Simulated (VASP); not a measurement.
# CdS (P3m1) in VASP: single point with r2SCAN

Aim: the single point of CdS with r2SCAN.

Program: VASP 6.6.1. These are calculated values, not measurements. Logs are shortened: lines on timing, memory, paths and dates and some standing lists are left out, and cuts for length are marked.

### 1 The cell of the first run

Symmetry: P3m1, No. 156, trigonal system. Conventional cell: a = 4.261 Å, b = 4.261 Å, c = 5.804 Å, α = 90.00°, β = 90.00°, γ = 120.00°. Cd (site symmetry 3m) has 3 S at 2.46 Å within 3.2 Å. Within 3.2 Å of S (site symmetry 3m) lie 3 Cd at 2.46 Å.

### 2 Single point, r2SCAN

File POSCAR:

```
CdS
1.0
    4.2611695877      0.0000000000      0.0000000000
   -2.1305847939      3.6902811128      0.0000000000
    0.0000000000      0.0000000000      5.8041729400
Cd S
1 1
Direct
    0.0000000000      0.0000000000      0.4426919200
    0.6666666667      0.3333333333      0.4343080800
```

File INCAR.step1:

```
ALGO     = Normal         # electronic algorithm
EDIFF    = 1E-5           # SCF threshold, eV
ENCUT    = 600            # plane-wave cutoff, eV
GGA      = PE             # functional
GGA_COMPAT= F            
ISMEAR   = 1              # smearing method
LASPH    = T              # aspherical terms in the spheres
LCHARG   = F              # write CHGCAR
LREAL    = F              # projectors in reciprocal space
LWAVE    = T              # write WAVECAR
NBANDS   = 20             # bands
NELM     = 120            # most SCF steps
PREC     = Accurate       # precision mode
SIGMA    = 0.01           # smearing width, eV
```

File INCAR.step2:

```
ALGO     = Normal         # electronic algorithm
EDIFF    = 1E-6           # SCF threshold, eV
ENCUT    = 600            # plane-wave cutoff, eV
GGA_COMPAT= F            
ISIF     = 2              # what is computed and relaxed
ISMEAR   = 1              # smearing method
ISTART   = 1            
LASPH    = T              # aspherical terms in the spheres
LCHARG   = F              # write CHGCAR
LMIXTAU  = T            
LREAL    = F              # projectors in reciprocal space
LWAVE    = F              # write WAVECAR
METAGGA  = R2SCAN         # meta-GGA
NBANDS   = 20             # bands
NELM     = 120            # most SCF steps
PREC     = Accurate       # precision mode
SIGMA    = 0.01           # smearing width, eV
```

File KPOINTS:

```
k-points
0
Gamma
  6 6 4
```

Potentials or basis: VASP PAW PBE potentials, release 64 (Cd_sv_GW, S).

Launch:

```
$ cat potpaw_PBE.64/Cd_sv_GW/POTCAR potpaw_PBE.64/S/POTCAR > POTCAR
$ cp INCAR.step1 INCAR
$ mpirun -np 1 vasp_std > vasp.out
$ cp INCAR.step2 INCAR
$ mpirun -np 1 vasp_std > vasp.out
```

OUTCAR:

```text
EDIFF = 1E-6
   ENCUT = 600
   ISIF = 2
   ISMEAR = 1
   ISTART = 1
   LASPH = T
   LREAL = F
   METAGGA = R2SCAN
   NELM = 120
   PREC = Accurate

 ion  position               nearest neighbor table
   1  0.000  0.000  0.443-   2 2.46   2 2.46   2 2.46
   2  0.667  0.333  0.434-   1 2.46   1 2.46   1 2.46

  LATTYP: Found a hexagonal cell.
 ALAT       =     4.2611695877
 C/A-ratio  =     1.3621079426

  Lattice vectors:

 A1 = (   4.2611695877,   0.0000000000,   0.0000000000)
 A2 = (  -2.1305847939,   3.6902811128,   0.0000000000)
 A3 = (   0.0000000000,   0.0000000000,   5.8041729400)

Analysis of symmetry for initial positions (statically):
=====================================================================
 Subroutine PRICEL returns:
 Original cell was already a primitive cell.

 Routine SETGRP: Setting up the symmetry group for a
 hexagonal supercell.

 Subroutine GETGRP returns: Found  6 space group operations
 (whereof  6 operations were pure point group operations)
 out of a pool of 24 trial point group operations.

The static configuration has the point symmetry C_3v.

Analysis of symmetry for dynamics (positions and initial velocities):
=====================================================================
 Subroutine PRICEL returns:
 Original cell was already a primitive cell.

 Routine SETGRP: Setting up the symmetry group for a
 hexagonal supercell.

 Subroutine GETGRP returns: Found  6 space group operations
 (whereof  6 operations were pure point group operations)
 out of a pool of 24 trial point group operations.

The dynamic configuration has the point symmetry C_3v.

 Subroutine INISYM returns: Found  6 space group operations
 (whereof  6 operations are pure point group operations),
 and found     1 'primitive' translations

----------------------------------------------------------------------------------------

                                     Primitive cell

  volume of cell :      91.2701

  direct lattice vectors                    reciprocal lattice vectors
     4.261169588  0.000000000  0.000000000     0.234677353  0.135491033  0.000000000
    -2.130584794  3.690281113  0.000000000     0.000000000  0.270982066  0.000000000
     0.000000000  0.000000000  5.804172940     0.000000000  0.000000000  0.172289835

  length of vectors
     4.261169588  4.261169588  5.804172940     0.270982066  0.270982066  0.172289835

  position of ions in fractional coordinates (direct lattice)
     0.000000000  0.000000000  0.442691920
     0.666666667  0.333333333  0.434308080

  ion indices of the primitive-cell ions
   primitive index   ion index
                 1           1
                 2           2

----------------------------------------------------------------------------------------

 KPOINTS: k-points

Automatic generation of k-mesh.
 Grid dimensions read from file:
 generate k-points for:    6    6    4

 Generating k-lattice:

  Cartesian coordinates                     Fractional coordinates (reciprocal lattice)
     0.039112892  0.022581839  0.000000000     0.166666667 -0.000000000  0.000000000
     0.000000000  0.045163678  0.000000000     0.000000000  0.166666667  0.000000000
     0.000000000  0.000000000  0.043072459     0.000000000  0.000000000  0.250000000

  Length of vectors
     0.045163678  0.045163678  0.043072459

  Shift w.r.t. Gamma in fractional coordinates (k-lattice)
     0.000000000  0.000000000  0.000000000

 Subroutine IBZKPT returns following result:
 ===========================================

 Found     24 irreducible k-points:

 Following reciprocal coordinates:
            Coordinates               Weight
  0.000000  0.000000  0.000000      1.000000
  0.166667  0.000000  0.000000      6.000000
  0.333333  0.000000  0.000000      6.000000
  0.500000 -0.000000  0.000000      3.000000
  0.166667  0.166667  0.000000      6.000000
  0.333333  0.166667  0.000000     12.000000
[... 16 lines left out ...]
  0.333333  0.166667  0.500000     12.000000
  0.333333  0.333333  0.500000      2.000000
   k-points           NKPTS =     24   k-points in BZ     NKDIM =     24   number of bands    NBANDS=     20
   number of dos      NEDOS =    301   number of ions     NIONS =      2
   total plane-waves  NPLWV =  62208
   dimension x,y,z NGX =    36 NGY =   36 NGZ =   48
   dimension x,y,z NGXF=    72 NGYF=   72 NGZF=   96
   ions per type =               1   1
   NGX,Y,Z   is equivalent  to a cutoff of  14.05, 14.05, 13.75 a.u.
   NGXF,Y,Z  is equivalent  to a cutoff of  28.09, 28.09, 27.50 a.u.
 SYSTEM =  unknown system
   PREC   = accura    normal or accurate (medium, high low for compatibility)
   ISTART =      1    job   : 0-new  1-cont  2-samecut
   ICHARG =      0    charge: 1-file 2-atom 10-const
   ISPIN  =      1    spin polarized calculation?
   LNONCOLLINEAR =      F non collinear calculations
   LSORBIT =      F    spin-orbit coupling
   LASPH  =      T    aspherical Exc in radial PAW
   ENCUT  =  600.0 eV  44.10 Ry    6.64 a.u.   8.51  8.51 11.59*2*pi/ulx,y,z
   NELM   =    120;   NELMIN=  2; NELMDL=  0     # of ELM steps
   EDIFF  = 0.1E-05   stopping-criterion for ELM
   LREAL  =      F    real-space projection
   EDIFFG = 0.1E-04   stopping-criterion for IOM
   NSW    =      0    number of steps for IOM
   IBRION =     -1    ionic relax: 0-MD 1-quasi-New 2-CG
   NFREE  =      0    steps in history (QN), initial steepest desc. (CG)
   ISIF   =      2    stress and relaxation
   ISYM   =      2    0-nonsym 1-usesym 2-fastsym
   POTIM  = 0.5000    time-step for ionic-motion
   TEBEG  =    0.0;   TEEND  =   0.0 temperature during run
   PSTRESS=    0.0 pullay stress
   NELECT =      26.0000    total number of electrons
   NUPDOWN=      -1.0000    fix difference up-down
   EMIN   =  10.00;   EMAX   =-10.00  energy-range for DOS
   EFERMI =   0.00;   METHOD = LEGACY
   ISMEAR =     1;   SIGMA  =   0.01  broadening in eV -4-tet -1-fermi 0-gaus
   EFERMI_NEDOS =   21; number of points for ismear=-14 and -15
   IALGO  =     38    algorithm
   IMIX   =      4    mixing-type and parameters
     AMIX     =   0.40;   BMIX     =  1.00
     AMIX_MAG =   1.60;   BMIX_MAG =  1.00
  volume/ion in A,a.u.               =      45.64       307.96
  Fermi-wavevector in a.u.,A,eV,Ry     =   1.077184  2.035582 15.787174  1.160325
  Thomas-Fermi vector in A             =   2.213088
   LORBIT       =      0    0 simple, 1 ext, 2 COOP (PROOUT), +10 PAW based schemes
   METAGGA = R2SCAN    functional components
   LHFCALC =     F    Hartree Fock is set to
   AEXX    =    0.0000 exact exchange contribution
   IVDW    =     0    specifies the selected vdW correction
   LEPSILON=     F    determine dielectric tensor
   LRPA    =     F    only Hartree local field effects (RPA)
 non-spin polarized calculation
 Methfessel and Paxton  Order N= 1 SIGMA  =   0.01
  energy-cutoff  :      600.00
  volume of cell :       91.27
 maximum number of plane-waves:      3101
 NGX is ok and might be reduce to    36
   NGX = 17   NGY = 17   NGZ = 23

 number of electron      26.0000007 magnetization

 Free energy of the ion-electron system (eV)
  ---------------------------------------------------
  ext. energy  EPLUGINS =         0.00000000
  ---------------------------------------------------
  free energy    TOTEN  =       -29.08554165 eV

  energy without entropy =      -29.08554165  energy(sigma->0) =      -29.08554165

 E-fermi :  -1.2743     XC(G=0):  -6.5284

 val. band max:       -1.5010006281   @ k =   0.0000   0.0000   0.5000
 cond. band min:       0.4035920764   @ k =   0.0000   0.0000   0.0000
 fundamental gap:      1.9045927044
 Fermi energy:        -1.2742747498

 k-point     1 :       0.0000    0.0000    0.0000
  band No.  band energies     occupation
      1    -105.5893      2.00000
      2     -65.8184      2.00000
      3     -65.7112      2.00000
      4     -65.7112      2.00000
      5     -13.6110      2.00000
      6      -9.4293      2.00000
[... 12 lines left out ...]
     19       9.8897      0.00000
     20      10.7147      0.00000

 k-point     2 :       0.1667    0.0000    0.0000
  band No.  band energies     occupation
      1    -105.5893      2.00000
      2     -65.8183      2.00000
      3     -65.7112      2.00000
      4     -65.7112      2.00000
      5     -13.5271      2.00000
      6      -9.3868      2.00000
[... 12 lines left out ...]
     19      10.4519      0.00000
     20      10.6646      0.00000

 k-point     3 :       0.3333    0.0000    0.0000
  band No.  band energies     occupation
      1    -105.5893      2.00000
      2     -65.8182      2.00000
      3     -65.7113      2.00000
      4     -65.7111      2.00000
      5     -13.3578      2.00000
      6      -9.2486      2.00000
[... 12 lines left out ...]
     19       9.0108      0.00000
     20       9.6282      0.00000

 k-point     4 :       0.5000   -0.0000    0.0000
  band No.  band energies     occupation
      1    -105.5893      2.00000
      2     -65.8183      2.00000
      3     -65.7114      2.00000
      4     -65.7112      2.00000
      5     -13.2730      2.00000
      6      -9.1498      2.00000
[... 12 lines left out ...]
     19       9.2267      0.00000
     20       9.8237      0.00000

 k-point     5 :       0.1667    0.1667    0.0000
  band No.  band energies     occupation
      1    -105.5893      2.00000
      2     -65.8182      2.00000
      3     -65.7113      2.00000
      4     -65.7112      2.00000
      5     -13.4003      2.00000
      6      -9.3224      2.00000
[... 12 lines left out ...]
     19       9.0127      0.00000
     20       9.9643      0.00000
[... 353 lines left out ...]
      6      -9.1479      2.00000
[... 12 lines left out ...]
     19       9.4656      0.00000
     20       9.9039      0.00000

 k-point    22 :       0.1667    0.1667    0.5000
  band No.  band energies     occupation
      1    -105.5893      2.00000
      2     -65.8182      2.00000
      3     -65.7114      2.00000
      4     -65.7113      2.00000
      5     -13.3973      2.00000
      6      -9.3220      2.00000
[... 12 lines left out ...]
     19       8.3727      0.00000
     20       9.1014      0.00000

 k-point    23 :       0.3333    0.1667    0.5000
  band No.  band energies     occupation
      1    -105.5893      2.00000
      2     -65.8182      2.00000
      3     -65.7113      2.00000
      4     -65.7112      2.00000
      5     -13.2707      2.00000
      6      -9.2132      2.00000
[... 12 lines left out ...]
     19       9.4771      0.00000
     20       9.6177      0.00000

 k-point    24 :       0.3333    0.3333    0.5000
  band No.  band energies     occupation
      1    -105.5893      2.00000
      2     -65.8182      2.00000
      3     -65.7113      2.00000
      4     -65.7112      2.00000
      5     -13.2289      2.00000
      6      -9.1836      2.00000
[... 12 lines left out ...]
     19       8.4463      0.00000
     20       9.9185      0.00000

------------------------ aborting loop because EDIFF is reached ----------------------------------------

  FORCE on cell =-STRESS in cart. coord.  units (eV):
  Direction    XX          YY          ZZ          XY          YZ          ZX
  --------------------------------------------------------------------------------------
  -------------------------------------------------------------------------------------
  Total       -0.8462484     -0.8462484     -0.1554613      0.0000000      0.0000000     -0.0000000
  in kB      -14.8552453    -14.8552453     -2.7290042      0.0000000      0.0000000     -0.0000000
  external PRESSURE =     -10.8131649 kB  Pullay stress =       0.0000000 kB

 VOLUME and BASIS-vectors are now :
 -----------------------------------------------------------------------------
  energy-cutoff  :      600.00
  volume of cell :       91.27
      direct lattice vectors                 reciprocal lattice vectors
     4.261169588  0.000000000  0.000000000     0.234677353  0.135491033  0.000000000
    -2.130584794  3.690281113  0.000000000     0.000000000  0.270982066  0.000000000
     0.000000000  0.000000000  5.804172940     0.000000000  0.000000000  0.172289835

 POSITION                                       TOTAL-FORCE (eV/Angst)
 -----------------------------------------------------------------------------------
      0.00000      0.00000      2.56946         0.000000      0.000000     -0.015859
      2.13058      1.23009      2.52080        -0.000000     -0.000000      0.015859
 -----------------------------------------------------------------------------------
    total drift:                               -0.000001      0.000000      0.000082

  FREE ENERGIE OF THE ION-ELECTRON SYSTEM (eV)
  ---------------------------------------------------
  free  energy   TOTEN  =       -29.0855416459 eV

  energy  without entropy=      -29.0855416459  energy(sigma->0) =      -29.08554165
```

It took 3.2 min on 1 thread of Intel Xeon Platinum 8259CL at 2.50GHz (Skylake/Cascade Lake), shared host; peak memory 0.29 GiB.

What came out:

- Free energy: -29.0855 eV
- Pressure: -1.1 GPa
- Largest force: 0.016 eV/Å
- Band gap on the k mesh: 1.90 eV

Forces in eV/Å, atoms in the order of the input:
```
Cd   0.000  0.000 -0.016
S    0.000  0.000  0.016
```

Caveat: the PAW data sets were made with another functional, which shifts forces and pressure a little. A k mesh can miss the band edges.
